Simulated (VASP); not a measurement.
Set up this calculation in VASP 6.6.1, as the native input.

```yaml
Task: single point
Functional: PBE
Potentials_or_basis: VASP PAW PBE potentials, release 64 (K_sv, I)
Cutoff: 520 eV
k_mesh: 6 × 6 × 4
Occupations: fermi-dirac, width 0.02 eV
Spin: no spin polarisation
Dipole_correction: no
Further_INCAR_settings: ALGO = Normal; EDIFF = 1e-06; NBANDS = 24
```

The structure of KI lies in POSCAR:

```
KI
1.0
    2.4498408863     -4.2428074294      0.0000000000
    2.4498408863      4.2428074294      0.0000000000
    0.0000000000      0.0000000000      8.5908184291
K I
2 2
Direct
    0.5000000000      0.5000000000      0.5000000000
    0.5000000000      0.5000000000      0.0000000000
    0.8333975635      0.1666024365      0.2500000000
    0.1666024365      0.8333975635      0.7500000000
```

These files were run (other wordings do the same):

INCAR

```
PREC = Accurate
ENCUT = 520
EDIFF = 1E-6
ISMEAR = -1
SIGMA = 0.02
LREAL = False
LASPH = True
NELM = 80
ALGO = Normal
ISIF = 2
LWAVE = False
LCHARG = False
GGA = PE
NBANDS = 24
```

KPOINTS

```
Automatic mesh
0
Gamma
  6 6 4
```

Potentials or basis: VASP PAW PBE potentials, release 64 (K_sv, I).

The run is started by

```sh
$ cat potpaw_PBE.64/K_sv/POTCAR potpaw_PBE.64/I/POTCAR > POTCAR
$ mpirun -np 1 vasp_std > vasp.out
```

It gave:

```yaml
Pressure: 0.5 GPa
Band_gap_on_the_k_mesh: 3.85 eV
```

Caveat: spin-orbit coupling is left out, which moves the levels of the heavy elements.

Run time: 84 s on 1 thread of AMD EPYC 9R45 96-Core Processor (Zen 5) (shared host), peak memory 0.32 GiB.
